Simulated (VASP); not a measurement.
Write the native input for VASP 6.6.1 that does the following.

| Quantity | Value |
| --- | --- |
| Task | single point |
| Functional | PBE |
| Potentials or basis | VASP PAW PBE potentials, release 64 (Yb, Se) |
| Cutoff | 520 eV |
| k mesh | 8 × 8 × 8 |
| Occupations | gaussian, width 0.05 eV |
| Spin | collinear spin |
| Starting moments | [0.05, 0.0, 0.0] μB |
| Dipole correction | no |
| Further INCAR settings | ALGO = Normal; EDIFF = 1e-07; NBANDS = 29 |

The structure of YbSe2 lies in POSCAR:

```
YbSe2
1.0
    2.3918186281      1.3809171288      3.9061864990
   -2.3918186281      1.3809171288      3.9061864990
    0.0000000000     -2.7618342576      3.9061864990
Yb Se
1 2
Direct
    0.0000000000      0.0000000000      0.0000000000
    0.2500092680      0.2500092680      0.2500092680
    0.7499907320      0.7499907320      0.7499907320
```

The input as run:

INCAR

```
SYSTEM = YbSe2
PREC = Accurate ; ENCUT = 520
EDIFF = 1E-7 ; ISMEAR = 0
SIGMA = 0.05 ; LREAL = .False.
LASPH = .True. ; NELM = 150
ALGO = Normal ; ISIF = 2
LWAVE = .False. ; LCHARG = .False.
ISPIN = 2 ; MAGMOM = 0.05 0 0
LORBIT = 11 ; LMAXMIX = 6
GGA = PE ; NBANDS = 29
```

KPOINTS

```
Automatic mesh
0
Gamma
  8 8 8
  0 0 0
```

Potentials or basis: VASP PAW PBE potentials, release 64 (Yb, Se).

The run is started by

```console
$ cat potpaw_PBE.64/Yb/POTCAR potpaw_PBE.64/Se/POTCAR > POTCAR
$ mpirun -np 1 vasp_std > vasp.out
```

It gave:

| Property | Result |
| --- | --- |
| Pressure | 1.2 GPa |
| Band gap on the k mesh | zero (filled and empty bands overlap) |
| Net moment | 0.00 μB per cell |
| Valence electrons inside the program's atomic spheres | Yb 22.04; Se 3.82 |

Caveat: spin-orbit coupling is left out, which moves the levels of the heavy elements.

It took 5.4 min on 1 thread of Intel(R) Xeon(R) 6975P-C (Granite Rapids), with other jobs on the host, peak memory 0.41 GiB.
